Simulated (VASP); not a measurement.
# Mg (I4/mmm) in VASP: further runs

Mg is run at these levels: r2SCAN, LDA, revPBE; tasks: single point.

Everything below comes from runs of VASP 6.6.1. Logs are shortened: lines on timing, memory, paths and dates and some standing lists are left out, and cuts for length are marked.

### 1 The cell of the first run

Symmetry: I4/mmm, No. 139, tetragonal system. Conventional cell: a = 3.672 Å, b = 3.672 Å, c = 3.359 Å, α = 90.00°, β = 90.00°, γ = 90.00°. Mg (site symmetry 4/mmm) has 14 Mg at 3.09 to 3.67 Å within 4.1 Å.

### 2 Single point, r2SCAN

The input, POSCAR:

```
Mg
1.0
   -1.8359916300      1.8359916300      1.6794040200
    1.8359916300     -1.8359916300      1.6794040200
    1.8359916300      1.8359916300     -1.6794040200
Mg
1
Direct
    0.0000000000      0.0000000000      0.0000000000
```

The input, INCAR.step1:

```
PREC = Accurate
ENCUT = 920
ISMEAR = -5
SIGMA = 0.1
LREAL = F
LASPH = T
NELM = 120
NBANDS = 11
GGA = PE
ALGO = Normal
EDIFF = 1E-5
LWAVE = T
LCHARG = F
GGA_COMPAT = F
```

The input, INCAR.step2:

```
PREC = Accurate
ENCUT = 920
EDIFF = 1E-6
ISMEAR = -5
SIGMA = 0.1
LREAL = F
LASPH = T
NELM = 120
ALGO = Normal
ISIF = 2
LWAVE = F
LCHARG = T
METAGGA = R2SCAN
LMIXTAU = T
LELF = T
LVHAR = T
NBANDS = 11
ISTART = 1
GGA_COMPAT = F
```

The input, KPOINTS:

```
Automatic mesh
0
Gamma
  6 6 6
```

Potentials or basis: VASP PAW PBE potentials, release 64 (Mg_sv).

Command:

```
cat potpaw_PBE.64/Mg_sv/POTCAR > POTCAR
cp INCAR.step1 INCAR
mpirun -np 1 vasp_std > vasp.out
cp INCAR.step2 INCAR
mpirun -np 1 vasp_std > vasp.out
```

OUTCAR:

```text
PREC = Accurate
   ENCUT = 920
   EDIFF = 1E-6
   ISMEAR = -5
   LREAL = F
   LASPH = T
   NELM = 120
   ISIF = 2
   METAGGA = R2SCAN
   ISTART = 1

 ion  position               nearest neighbor table
   1  0.000  0.000  0.000-

  LATTYP: Found a body centered tetragonal cell.
 ALAT       =     3.6719832600
 C/A-ratio  =     0.9147122419

  Lattice vectors:

 A1 = (  -1.8359916300,   1.8359916300,   1.6794040200)
 A2 = (   1.8359916300,  -1.8359916300,   1.6794040200)
 A3 = (   1.8359916300,   1.8359916300,  -1.6794040200)

Analysis of symmetry for initial positions (statically):
=====================================================================
 Subroutine PRICEL returns:
 Original cell was already a primitive cell.

 Routine SETGRP: Setting up the symmetry group for a
 body centered tetragonal supercell.

 Subroutine GETGRP returns: Found 16 space group operations
 (whereof 16 operations were pure point group operations)
 out of a pool of 16 trial point group operations.

The static configuration has the point symmetry D_4h.

Analysis of symmetry for dynamics (positions and initial velocities):
=====================================================================
 Subroutine PRICEL returns:
 Original cell was already a primitive cell.

 Routine SETGRP: Setting up the symmetry group for a
 body centered tetragonal supercell.

 Subroutine GETGRP returns: Found 16 space group operations
 (whereof 16 operations were pure point group operations)
 out of a pool of 16 trial point group operations.

The dynamic configuration has the point symmetry D_4h.

 Subroutine INISYM returns: Found 16 space group operations
 (whereof 16 operations are pure point group operations),
 and found     1 'primitive' translations

----------------------------------------------------------------------------------------

                                     Primitive cell

  volume of cell :      22.6442

  direct lattice vectors                    reciprocal lattice vectors
    -1.835991630  1.835991630  1.679404020     0.000000000  0.272332396  0.297724665
     1.835991630 -1.835991630  1.679404020     0.272332396  0.000000000  0.297724665
     1.835991630  1.835991630 -1.679404020     0.272332396  0.272332396  0.000000000

  length of vectors
     3.092269133  3.092269133  3.092269133     0.403490905  0.403490905  0.385136168

  position of ions in fractional coordinates (direct lattice)
[... 85 lines left out ...]
   ISIF   =      2    stress and relaxation
   ISYM   =      2    0-nonsym 1-usesym 2-fastsym
   POTIM  = 0.5000    time-step for ionic-motion
   TEBEG  =    0.0;   TEEND  =   0.0 temperature during run
   PSTRESS=    0.0 pullay stress
   NELECT =      10.0000    total number of electrons
   NUPDOWN=      -1.0000    fix difference up-down
   EMIN   =  10.00;   EMAX   =-10.00  energy-range for DOS
   EFERMI =   0.00;   METHOD = LEGACY
   ISMEAR =    -5;   SIGMA  =   0.10  broadening in eV -4-tet -1-fermi 0-gaus
   EFERMI_NEDOS =   21; number of points for ismear=-14 and -15
   IALGO  =     38    algorithm
   IMIX   =      4    mixing-type and parameters
     AMIX     =   0.40;   BMIX     =  1.00
     AMIX_MAG =   1.60;   BMIX_MAG =  1.00
  volume/ion in A,a.u.               =      22.64       152.81
  Fermi-wavevector in a.u.,A,eV,Ry     =   1.246683  2.355889 21.146420  1.554218
  Thomas-Fermi vector in A             =   2.380849
   LORBIT       =      0    0 simple, 1 ext, 2 COOP (PROOUT), +10 PAW based schemes
   METAGGA = R2SCAN    functional components
   LHFCALC =     F    Hartree Fock is set to
   AEXX    =    0.0000 exact exchange contribution
   IVDW    =     0    specifies the selected vdW correction
   LEPSILON=     F    determine dielectric tensor
   LRPA    =     F    only Hartree local field effects (RPA)
 non-spin polarized calculation
 Fermi weights with tetrahedron method with Bloechl corrections
  energy-cutoff  :      920.00
  volume of cell :       22.64
 maximum number of plane-waves:      1455
 NGX is ok and might be reduce to    32
   NGX = 15   NGY = 15   NGZ = 15

 number of electron       9.9999995 magnetization

 Free energy of the ion-electron system (eV)
  ---------------------------------------------------
  ext. energy  EPLUGINS =         0.00000000
  ---------------------------------------------------
  free energy    TOTEN  =        -4.12908794 eV

  energy without entropy =       -4.12908794  energy(sigma->0) =       -4.12908794

 E-fermi :   2.8291     XC(G=0):  -9.4435

 val. band max:        3.2811982091   @ k =  -0.3333   0.5000   0.3333
 cond. band min:       1.8678141693   @ k =   0.5000   0.5000   0.1667
 fundamental gap:     -1.4133840398
 Fermi energy:         2.8290919158

 k-point     1 :       0.0000    0.0000    0.0000
  band No.  band energies     occupation
      1     -76.5748      2.00000
      2     -41.6612      2.00000
      3     -41.6603      2.00000
      4     -41.6603      2.00000
      5      -4.9298      2.00000
      6      15.2797      0.00000
      7      17.2802      0.00000
      8      17.2802      0.00000
      9      17.6042      0.00000
     10      18.0500      0.00000
     11      18.0500      0.00000
[... 309 lines left out ...]
 k-point    24 :      -0.1667   -0.3333    0.1667
  band No.  band energies     occupation
      1     -76.5713      2.00000
      2     -41.6881      2.00000
      3     -41.6738      2.00000
      4     -41.6690      2.00000
      5      -1.1175      2.00000
      6       6.3889     -0.03525
      7       9.3581      0.00000
      8      11.1340      0.00000
      9      14.2628      0.00000
     10      16.4123      0.00000
     11      19.0252      0.00000

 [... further k-points ...]

------------------------ aborting loop because EDIFF is reached ----------------------------------------

  FORCE on cell =-STRESS in cart. coord.  units (eV):
  Direction    XX          YY          ZZ          XY          YZ          ZX
  --------------------------------------------------------------------------------------
  -------------------------------------------------------------------------------------
  Total       -0.0992947     -0.0992947     -0.0456089      0.0000000     -0.0000000      0.0000000
  in kB       -7.0255440     -7.0255440     -3.2270369      0.0000000     -0.0000000      0.0000000
  external PRESSURE =      -5.7593750 kB  Pullay stress =       0.0000000 kB

 VOLUME and BASIS-vectors are now :
 -----------------------------------------------------------------------------
  energy-cutoff  :      920.00
  volume of cell :       22.64
      direct lattice vectors                 reciprocal lattice vectors
    -1.835991630  1.835991630  1.679404020     0.000000000  0.272332396  0.297724665
     1.835991630 -1.835991630  1.679404020     0.272332396  0.000000000  0.297724665
     1.835991630  1.835991630 -1.679404020     0.272332396  0.272332396  0.000000000

 POSITION                                       TOTAL-FORCE (eV/Angst)
 -----------------------------------------------------------------------------------
      0.00000      0.00000      0.00000        -0.000000     -0.000000      0.000000
 -----------------------------------------------------------------------------------
    total drift:                                0.000000      0.000000     -0.000000

  FREE ENERGIE OF THE ION-ELECTRON SYSTEM (eV)
  ---------------------------------------------------
  free  energy   TOTEN  =        -4.1290879449 eV

  energy  without entropy=       -4.1290879449  energy(sigma->0) =       -4.12908794
```

Wall time 52 s (1 thread of Intel Xeon Platinum 8259CL at 2.50GHz (Skylake/Cascade Lake), shared host); peak memory 0.18 GiB.

Results:

| Property | Result |
| --- | --- |
| Free energy | -4.1291 eV |
| Pressure | -0.6 GPa |
| Band gap on the k mesh | zero (bands 5 and 6 overlap by 4.74 eV) |

Caveat: the k points lie up to 0.42 Å⁻¹ apart, too coarse for converged energies and pressures of a metal; the PAW data sets were made with another functional, which shifts forces and pressure a little; tetrahedron occupations give inexact forces and stress in metals.

### 3 Single point, LDA

The input, INCAR:

```
SYSTEM = Mg
PREC = Accurate
ENCUT = 840
EDIFF = 1E-6
ISMEAR = -5
SIGMA = 0.1
LREAL = .False.
LASPH = .True.
NELM = 120
ALGO = Normal
ISIF = 2
LWAVE = .False.
LCHARG = .False.
GGA = CA
NBANDS = 11
GGA_COMPAT = .False.
```

The input, KPOINTS:

```
regular mesh
0
Gamma
  10 10 10
  0 0 0
```

POSCAR is that of step 2.

Potentials or basis: VASP PAW LDA potentials, release 64 (Mg_sv).

Command:

```
cat potpaw_LDA.64/Mg_sv/POTCAR > POTCAR
mpirun -np 1 vasp_std > vasp.out
```

It took 48 s on 1 thread of AMD EPYC 7R43 (Zen 3), shared host; peak memory 0.14 GiB.

Results (log left out):

```yaml
Free_energy: -1.7408 eV
Pressure: -2.2 GPa
Band_gap_on_the_k_mesh: zero (bands 5 and 6 overlap by 4.55 eV)
```

Stress tensor (GPa, compression positive):
```
-2.21  0.00  0.00
 0.00 -2.21  0.00
 0.00  0.00 -2.32
```

Levels at points of the mesh, in eV from the Fermi level:
| k point | band 2 | band 3 | band 4 | band 5 | band 6 | band 7 | band 8 | band 9 | band 10 |
| --- | --- | --- | --- | --- | --- | --- | --- | --- | --- |
| (0.00, 0.00, 0.00) | -42.84 | -42.84 | -42.84 | -7.12 | 11.76 | 13.58 | 13.58 | 13.99 | 14.07 |
| (0.50, 0.00, 0.00) | -42.88 | -42.86 | -42.84 | -1.45 | -0.83 | 8.07 | 8.73 | 9.59 | 11.17 |
| (0.50, 0.50, 0.00) | -42.88 | -42.85 | -42.84 | -1.84 | -1.49 | 9.67 | 10.24 | 11.36 | 11.87 |
| (0.50, 0.50, 0.50) | -42.87 | -42.87 | -42.86 | 3.06 | 3.06 | 3.53 | 4.05 | 5.20 | 7.69 |

Caveat: tetrahedron occupations give inexact forces and stress in metals.

### 4 Single point, revPBE

The input, INCAR:

```
SYSTEM = Mg
PREC = Accurate
ENCUT = 840
EDIFF = 1E-6
ISMEAR = -5
SIGMA = 0.1
LREAL = .FALSE.
LASPH = .TRUE.
NELM = 120
ALGO = Normal
ISIF = 2
LWAVE = .FALSE.
LCHARG = .FALSE.
GGA = RE
NBANDS = 11
GGA_COMPAT = .FALSE.
```

The input, KPOINTS:

```
regular mesh
0
G
  2 2 2
  0 0 0
```

POSCAR is that of step 3.

Potentials or basis: VASP PAW PBE potentials, release 64 (Mg_sv).

Command:

```
cat potpaw_PBE.64/Mg_sv/POTCAR > POTCAR
mpirun -np 1 vasp_std > vasp.out
```

Wall time 7.8 s (1 thread of AMD EPYC 7R43 (Zen 3), shared host); peak memory 0.11 GiB.

Results (log left out):

```yaml
Free_energy: -1.6005 eV
Pressure: -1.2 GPa
Band_gap_on_the_k_mesh: zero (bands 5 and 6 overlap by 4.55 eV)
```

Stress tensor (GPa, compression positive):
```
-5.77  0.00  0.00
 0.00 -5.77  0.00
 0.00  0.00  7.81
```

Levels at points of the mesh, in eV from the Fermi level:
| k point | band 3 | band 4 | band 5 | band 6 | band 7 | band 8 |
| --- | --- | --- | --- | --- | --- | --- |
| (0.00, 0.00, 0.00) | -42.12 | -42.06 | -6.26 | 12.79 | 14.60 | 14.60 |
| (0.50, 0.00, 0.00) | -42.13 | -42.07 | -0.62 | 0.09 | 8.95 | 9.82 |
| (0.50, 0.50, 0.00) | -42.11 | -42.07 | -1.04 | -0.55 | 10.54 | 11.35 |
| (0.50, 0.50, 0.50) | -42.14 | -42.08 | 4.00 | 4.00 | 4.23 | 4.88 |

Caveat: the k points lie up to 1.27 Å⁻¹ apart, too coarse for converged energies and pressures of a metal; the PAW data sets were made with another functional, which shifts forces and pressure a little; tetrahedron occupations give inexact forces and stress in metals.

### 5 The runs side by side

```tsv
level	potentials or basis	k mesh	cutoff (eV)	gap on the mesh (eV)	pressure (GPa)
r2SCAN	VASP PAW PBE potentials, release 64 (Mg_sv)	6 × 6 × 6	920	none	-0.6
LDA	VASP PAW LDA potentials, release 64 (Mg_sv)	10 × 10 × 10	840	none	-2.2
revPBE	VASP PAW PBE potentials, release 64 (Mg_sv)	2 × 2 × 2	840	none	-1.2
```

Alike in all rows: task single point; no spin polarisation; cell as given; smearing tetrahedron.

Caveats: some runs use coarse meshes; tetrahedron occupations give inexact forces and stress in metals; the PAW data sets were made with another functional, which shifts forces and pressure a little (at least some runs).

Absolute energies hang on the potentials; compare differences alone.

The gap in the log of VASP goes by the Fermi energy; the results here count the filled bands.